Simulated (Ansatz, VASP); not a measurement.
Two plane-wave programs on B8HN8

```
B N H
1.0
     2.51218    4.35123    0.00000
     2.51218   -4.35123    0.00000
     0.00000    0.00000   -8.34316
B N H
8 8 1
Direct
  0.16653 0.33306 0.72477
  0.16653 0.83347 0.72477
  0.66667 0.33333 0.69910
  0.66694 0.83347 0.72477
  0.33333 0.66667 0.30090
  0.33306 0.16653 0.27523
  0.83347 0.66694 0.27523
  0.83347 0.16653 0.27523
  0.16731 0.33461 0.30263
  0.16731 0.83269 0.30263
  0.66667 0.33333 0.21942
  0.66539 0.83269 0.30263
  0.33333 0.66667 0.78058
  0.33461 0.16731 0.69737
  0.83269 0.66539 0.69737
  0.83269 0.16731 0.69737
  0.00000 0.00000 0.00000
```

Alike in both runs: functional PBE; k mesh 1 × 1 × 1; occupations gaussian, width 0.01 eV; collinear spin.

Ansatz relaxed the structure, and its values are those at the end. VASP's run is a single point on that final structure, the one shown.

```csv
,VASP,Ansatz
version,VASP 6.6.1,Ansatz 0.2.0
potentials or method,"VASP PAW PBE potentials, release 64 (B, N, H), cutoff 520 eV","scalar-relativistic, plane waves, PAW"
valence electrons in the cell,65,65
```

```tsv
	VASP	Ansatz	Ansatz less VASP
gap on the k mesh at the Fermi level (eV)	2.42	2.43	+0.011
least direct gap on the mesh (eV)	2.42	2.43	+0.011
rms of the force components (eV/Å)	0.005	0.001	-0.0035
net moment per atom (μB)	0.06	0.06	0.000
size of the moment on the site where the two differ most (μB)	0.37	0.80	+0.432
```

Site moments also hang on the region over which each program counts them.
